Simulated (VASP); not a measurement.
# LiSnF4: single point with PBE

LiSnF4:

```
Li Sn F
1.0
     4.05000    0.00000    0.00000
     0.00000    4.05000    0.00000
     0.00000    0.00000    5.95882
Li Sn F
1 1 4
Direct
  0.50000 0.50000 0.50000
  0.00000 0.00000 0.00000
  0.00000 0.00000 0.31540
  0.00000 0.00000 0.68460
  0.00000 0.50000 0.00000
  0.50000 0.00000 0.00000
```

```json
{
 "Program": "VASP 6.6.1",
 "Task": "single point",
 "Functional": "PBE",
 "Potentials or basis": "VASP PAW PBE potentials, release 64 (Li_sv, Sn_d, F)",
 "Cutoff": "520 eV",
 "k mesh": "4 × 4 × 4",
 "Occupations": "gaussian, width 0.1 eV",
 "Spin": "no spin polarisation"
}
```

| Item | Value |
| --- | --- |
| Largest force | 2.738 eV/Å |

Forces in eV/Å, atoms in the order of the input:
```
Li   0.000  0.000  0.000
Sn   0.000  0.000  0.000
F    0.000  0.000  2.738
F    0.000  0.000 -2.738
F    0.000  0.000  0.000
F    0.000  0.000  0.000
```

Levels at points of the mesh, in eV from the Fermi level:
```tsv
k point	band 19	band 20	band 21	band 22	band 23	band 24	band 25	band 26
(0.00, 0.00, 0.00)	-6.87	-6.57	-6.38	-6.38	-2.18	0.84	2.47	5.84
(0.50, 0.00, 0.00)	-6.85	-6.72	-6.36	-6.14	0.25	1.49	2.76	3.42
(0.50, 0.50, 0.00)	-7.09	-6.96	-6.12	-6.12	2.47	2.60	2.91	2.91
(0.00, 0.00, 0.50)	-6.88	-6.88	-6.39	-6.39	-0.93	0.09	2.36	5.85
(0.50, 0.00, 0.50)	-6.70	-6.60	-6.39	-6.02	1.21	1.88	1.96	2.26
(0.50, 0.50, 0.50)	-6.79	-6.58	-6.58	-5.68	2.31	3.09	3.24	3.24
```

Run time: 57 s on 1 thread of Intel Xeon 6975P-C, on a shared host, peak memory 0.21 GiB.

Caveat: the k points lie up to 0.39 Å⁻¹ apart; spin-orbit coupling is left out, which moves the levels of the heavy elements; an odd number of electrons without spin polarisation forces a metal; a magnetic or distorted state may lie lower.
